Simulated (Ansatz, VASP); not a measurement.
MoS2: VASP beside Ansatz

```xyz
6
Lattice="3.3068 0.0000 0.0000 -1.6534 2.8638 0.0000 0.0000 0.0000 13.1844" Properties=species:S:1:pos:R:3 pbc="T T T"
Mo    1.6534    0.9546    3.2980
Mo    0.0000    1.9092    9.8864
S     0.0000    1.9092    5.0048
S     1.6534    0.9546   11.5932
S     0.0000    1.9092    1.5912
S     1.6534    0.9546    8.1796
```

Alike in both runs: task single point; functional PBE; dispersion D3(BJ); k mesh 12 × 12 × 4; occupations gaussian, width 0.05 eV; no spin polarisation.

|  | VASP | Ansatz |
| --- | --- | --- |
| version | VASP 6.6.1 | Ansatz 0.2.0 |
| potentials or method | VASP PAW PBE potentials, release 64 (Mo_sv, S), cutoff 520 eV | scalar-relativistic, plane waves, PAW |
| valence electrons in the cell | 52 | 52 |

|  | VASP | Ansatz | Ansatz less VASP |
| --- | --- | --- | --- |
| gap on the k mesh at the Fermi level (eV) | 0.99 | 0.98 | -0.009 |
| least direct gap on the mesh (eV) | 1.45 | 1.45 | -0.002 |
| pressure (GPa) | -19.3 | -19.2 | +0.07 |
| traceless stress, the component that is largest in VASP (GPa) | -5.28 | -5.27 | +0.012 |
| rms of the force components (eV/Å) | 1.229 | 1.227 | -0.0024 |

Atom by atom the forces differ by 0.002 eV/Å (rms over components).
